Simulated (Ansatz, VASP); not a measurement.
**Ni: VASP beside Ansatz**

INCAR

```
PREC = Accurate
ENCUT = 600
EDIFF = 1E-6
ISMEAR = 0
SIGMA = 0.1
LREAL = F
LASPH = T
NELM = 150
ALGO = Fast
ISIF = 3
LWAVE = F
LCHARG = F
ISPIN = 2
MAGMOM = 0.82
LORBIT = 11
LMAXMIX = 4
GGA = PS
IBRION = 2
NSW = 80
EDIFFG = -0.05
```

File KPOINTS:

```
regular mesh
0
Gamma
  10 10 10
```

The input POSCAR:

```
Ni
1.0
    0.0000000000      1.8413208768      1.8413208768
    1.8413208768      0.0000000000      1.8413208768
    1.8413208768      1.8413208768      0.0000000000
Ni
1
Direct
    0.0000000000      0.0000000000      0.0000000000
```

Input for Ansatz:

```yaml
crystal:
  lattice:
    - [0.0, 1.8413208767, 1.8413208767]
    - [1.8413208767, 0.0, 1.8413208767]
    - [1.8413208767, 1.8413208767, 0.0]
  atoms:
    - { symbol: Ni, position: [0.0, 0.0, 0.0], spin: 0.82 }
basis:
  ecutwfc: 420
kpoints:
  mp_grid: { grid: [10, 10, 10] }
hamiltonian:
  xc: pbesol
scf:
  occupations: { method: gaussian, width: 0.1 }
output:
  forces: true
  stress: true
  eigenvalues: true
  populations: true
magnetization:
  spin_polarized: true
relax:
  adjacent_minimum: "off"
  f_tol: 0.05
  max_steps: 60
  cell: { stress_tol: 0.5 }
```

Alike in both runs: task relaxation of cell and atoms; functional PBEsol; k mesh 10 × 10 × 10; occupations gaussian, width 0.1 eV; collinear spin.

|  | VASP | Ansatz |
| --- | --- | --- |
| version | VASP 6.6.1 | Ansatz 0.2.0 |
| potentials or method | VASP PAW PBE potentials, release 64 (Ni), cutoff 600 eV | scalar-relativistic, plane waves, PAW |
| valence electrons in the cell | 10 | 18 |

```tsv
	VASP	Ansatz	Ansatz less VASP
gap on the k mesh at the Fermi level, each at its own relaxed structure (eV)	none	none	-
net moment per atom (μB)	0.71	0.72	+0.016
size of the moment on the site where the two differ most (μB)	0.71	0.76	+0.045
relaxed volume (Å³/atom)	10.40	10.41	+0.005
relaxed cell length with the largest relative difference (Å)	2.450	2.451	+0.0004
```

VASP's potentials were made for PBE, not for PBEsol. Site moments also hang on the region over which each program counts them. A gap of «none» marks a metal or a gap that the smearing closes. VASP's potentials hold 10 valence electrons a cell and Ansatz's 18, so a difference there can come from the potentials and not from the codes.

Noted on VASP's run: the volume moved by over 15 % at a fixed basis, so the end points are rough.
